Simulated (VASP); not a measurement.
Set up this calculation in VASP 6.6.1, as the native input.

```
Task                               : single point
Functional                         : HSE06
Potentials or basis                : VASP PAW PBE potentials, release 64 (Mg, S)
Cutoff                             : 520 eV
k mesh                             : 6 × 6 × 4
Occupations                        : gaussian, width 0.01 eV
Spin                               : no spin polarisation
Dipole correction                  : no
Grid for exact exchange (PRECFOCK) : Normal
Further INCAR settings             : ALGO = Normal; EDIFF = 1e-06; NBANDS = 16
Share of exact exchange            : 0.25
Screening parameter                : 0.2079 1/Å
```

MgS:

```
Mg S
1.0
     4.01251    0.00000    0.00000
    -2.00626    3.47494    0.00000
     0.00000    0.00000    6.45439
Mg S
2 2
Direct
  0.33333 0.66667 0.99755
  0.66667 0.33333 0.49755
  0.33333 0.66667 0.37745
  0.66667 0.33333 0.87745
```

This cell differs from its parent crystal: biaxial xy strain -0.4%.

These files were run (other wordings do the same):

POSCAR

```
MgS
1.0
    4.0125111295      0.0000000000      0.0000000000
   -2.0062555648      3.4749365711      0.0000000000
    0.0000000000      0.0000000000      6.4543927776
Mg S
2 2
Direct
    0.3333333333      0.6666666667     -0.0024484191
    0.6666666667      0.3333333333      0.4975515809
    0.3333333333      0.6666666667      0.3774484191
    0.6666666667      0.3333333333      0.8774484191
```

INCAR.step1

```
SYSTEM = MgS
PREC = Accurate ; ENCUT = 520
EDIFF = 1E-5 ; ISMEAR = 0
SIGMA = 0.01 ; LREAL = .FALSE.
LASPH = .TRUE. ; NELM = 60
ALGO = Normal ; ISIF = 2
LWAVE = .TRUE. ; LCHARG = .FALSE.
GGA = PE ; NBANDS = 16
```

INCAR.step2

```
SYSTEM = MgS
PREC = Accurate ; ENCUT = 520
EDIFF = 1E-6 ; ISMEAR = 0
SIGMA = 0.01 ; LREAL = .FALSE.
LASPH = .TRUE. ; NELM = 60
ALGO = Normal ; ISIF = 2
LWAVE = .FALSE. ; LCHARG = .FALSE.
GGA = PE ; LHFCALC = .TRUE.
HFSCREEN = 0.2079 ; PRECFOCK = Normal
ISTART = 1 ; NBANDS = 16
```

KPOINTS

```
regular mesh
0
G
  6 6 4
  0 0 0
```

Potentials or basis: VASP PAW PBE potentials, release 64 (Mg, S).

The run is started by

```console
$ cat potpaw_PBE.64/Mg/POTCAR potpaw_PBE.64/S/POTCAR > POTCAR
$ cp INCAR.step1 INCAR
$ mpirun -np 1 vasp_std > vasp.out
$ cp INCAR.step2 INCAR
$ mpirun -np 1 vasp_std > vasp.out
```

Results of the run:

| Quantity | Value |
| --- | --- |
| Pressure | 0.3 GPa |
| Band gap on the k mesh | 4.57 eV |

Caveat: the cell differs from its parent crystal (biaxial xy strain -0.4%); the structure was generated, so it needn't be the stable form of MgS; the PAW data sets were made with another functional, which shifts forces and pressure a little.

It took 41 min on 1 thread of Intel(R) Xeon(R) Platinum 8488C (Sapphire Rapids), with other jobs on the host, peak memory 0.35 GiB.
